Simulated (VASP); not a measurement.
The system is SiSe.

```
CELL_PARAMETERS angstrom
0.00000 2.84003 2.84003
2.84003 0.00000 2.84003
2.84003 2.84003 0.00000
ATOMIC_POSITIONS crystal
Si 0.00000 0.00000 0.00000
Se 0.75000 0.75000 0.75000
```

- Program: VASP 6.6.1
- Task: relaxation of cell and atoms
- Functional: r2SCAN
- Potentials or basis: VASP PAW PBE potentials, release 64 (Si, Se)
- Cutoff: 600 eV
- k mesh: 6 × 6 × 6
- Occupations: gaussian, width 0.1 eV
- Spin: no spin polarisation

At the start: pressure 11.7 GPa; volume 22.91 Å³/atom.

Task: Where does the relaxation end?

Result: Over 3 steps the energy falls by 186.0 meV/atom and the volume is 28.71 Å³/atom (+25.3 %); space group F-43m (No. 216, to 0.05 Å).

The path:
```
step  energy change (eV)  largest force (eV/Å)  pressure (GPa)  volume (Å³)
   1              0.0000                0.0000           11.67        45.81
   2             -0.3718                0.0000           -0.24        57.79
   3             -0.3720                0.0000            0.02        57.42
```

Final structure:
```
CELL_PARAMETERS angstrom
0.00000 3.06197 3.06197
3.06197 0.00000 3.06197
3.06197 3.06197 0.00000
ATOMIC_POSITIONS crystal
Si 0.00000 0.00000 0.00000
Se 0.75000 0.75000 0.75000
```

Caveat: the volume moved by over 15 % at a fixed basis, so the end points are rough; the PAW data sets were made with another functional, which shifts forces and pressure a little.
